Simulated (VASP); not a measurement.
Here is a VASP 6.6.1 calculation.

INCAR

```
SYSTEM = Si9C8
PREC = Accurate
ENCUT = 520
EDIFF = 1E-6
ISMEAR = 0
SIGMA = 0.15
LREAL = Auto
LASPH = .True.
NELM = 80
ALGO = Normal
ISIF = 2
LWAVE = .False.
LCHARG = .False.
GGA = PE
NBANDS = 48
```

The input KPOINTS:

```
Automatic mesh
0
Gamma
  4 4 1
  0 0 0
```

The input POSCAR:

```
Si9C8
1.0
    6.1520000000      0.0000000000      0.0000000000
   -3.0760000000      5.3277880000      0.0000000000
    0.0000000000      0.0000000000     16.4170000000
Si C
9 8
Direct
    0.3333333000      0.1666667000      0.0609125000
    0.1588661679      0.3407677735      0.2162336478
    0.3333333000      0.6666667000      0.0609125000
    0.1673790705      0.8272428066      0.2182934414
    0.8333333000      0.1666667000      0.0609125000
    0.6722526943      0.3321497582      0.2183875649
    0.8333333000      0.6666667000      0.0609125000
    0.6680356644      0.8316324463      0.2115216714
    0.8393500475      0.6603695726      0.3934462901
    0.3309968685      0.1685355996      0.1893123811
    0.0604944449      0.4390020140      0.3146531211
    0.3368980292      0.6697317186      0.1740193260
    0.1156336072      0.6887515483      0.3274269463
    0.8299190856      0.1628200742      0.1740225175
    0.8107284461      0.3837503745      0.3275714169
    0.8382074949      0.6611682742      0.1759670798
    0.7292908312      0.7698866085      0.3124289786
```

Potentials or basis: VASP PAW PBE potentials, release 64 (Si, C).

Run with:

```console
$ cat potpaw_PBE.64/Si/POTCAR potpaw_PBE.64/C/POTCAR > POTCAR
$ mpirun -np 1 vasp_std > vasp.out
```

Question: What does it give for the band gap on the k mesh?

Answer: Zero (bands 34 and 35 overlap by 0.65 eV).

Question: Estimate the largest force.

Answer: 1.044 eV/Å.

Forces on the atoms (eV/Å):
```
Si  -0.050  0.026  1.042
Si  -0.006  0.004 -0.011
Si   0.056  0.027 -0.434
Si   0.002  0.006 -0.002
Si   0.002 -0.064 -0.431
Si  -0.002 -0.010 -0.005
Si  -0.014  0.004 -0.198
Si  -0.009  0.006 -0.004
Si  -0.010  0.007  0.015
C    0.007 -0.002  0.006
C    0.092 -0.049 -0.018
C    0.001 -0.003  0.004
C   -0.004  0.083  0.010
C    0.004 -0.004  0.010
C   -0.078 -0.035 -0.009
C    0.006  0.005  0.027
C    0.002 -0.001 -0.003
```

Caveat: there is no dipole correction, which matters where the two faces differ.
